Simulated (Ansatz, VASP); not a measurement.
InSb: VASP beside Ansatz

```xyz
2
Lattice="0.0000 3.1811 3.1811 3.1811 0.0000 3.1811 3.1811 3.1811 0.0000" Properties=species:S:1:pos:R:3 pbc="T T T"
In    0.0000    0.0000    0.0000
Sb    1.5906    1.5906    1.5906
```

Change from the starting cell: hydrostatic strain -3.0%.

Alike in both runs: task single point; functional PBE; k mesh 6 × 6 × 6; occupations fermi-dirac, width 0.02 eV; no spin polarisation.

|  | VASP | Ansatz |
| --- | --- | --- |
| version | VASP 6.6.1 | Ansatz 0.2.0 |
| potentials or method | VASP PAW PBE potentials, release 64 (In_d, Sb) | plane waves, PAW |
| plane-wave cutoff (eV) | 520 | 420 |
| valence electrons in the cell | 18 | 28 |

```csv
,VASP,Ansatz,Ansatz less VASP
pressure (GPa),6.2,6.3,+0.03
```

The functional is the same, so the differences come from potentials, cutoffs and numerics. VASP's potentials hold 18 valence electrons a cell and Ansatz's 28, so a difference there can come from the potentials and not from the codes.

Neither program's run includes spin-orbit coupling.
